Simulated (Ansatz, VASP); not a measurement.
**ZrAl3B3N in VASP and in Ansatz**

```
Zr Al B N
1.0
     3.19279    0.00000    0.00000
     0.00000    3.19279    0.00000
     0.00000    0.00000    9.31522
Zr Al B N
1 3 3 1
Direct
  0.00000 0.00000 0.00000
  0.00000 0.00000 0.50000
  0.50000 0.50000 0.24544
  0.50000 0.50000 0.75456
  0.50000 0.50000 0.50000
  0.00000 0.00000 0.25806
  0.00000 0.00000 0.74194
  0.50000 0.50000 0.00000
```

Alike in both runs: functional PBE; k mesh 4 × 4 × 2; occupations gaussian, width 0.15 eV; no spin polarisation.

Ansatz relaxed the structure, and its values are those at the end. VASP's run is a single point on that final structure, the one shown.

|  | VASP | Ansatz |
| --- | --- | --- |
| version | VASP 6.6.1 | Ansatz 0.2.0 |
| potentials or method | VASP PAW PBE potentials, release 64 (Zr_sv, Al, B, N), cutoff 520 eV | scalar-relativistic, plane waves, PAW |
| valence electrons in the cell | 35 | 35 |

|  | VASP | Ansatz | Ansatz less VASP |
| --- | --- | --- | --- |
| gap on the k mesh at the Fermi level (eV) | none | none | - |
| pressure (GPa) | -0.1 | -0.1 | -0.02 |
| rms of the force components (eV/Å) | 0.008 | 0.008 | +0.0001 |

A gap of «none» marks a metal or a gap that the smearing closes.

The k mesh is coarse, so the values compare programs but aren't converged.
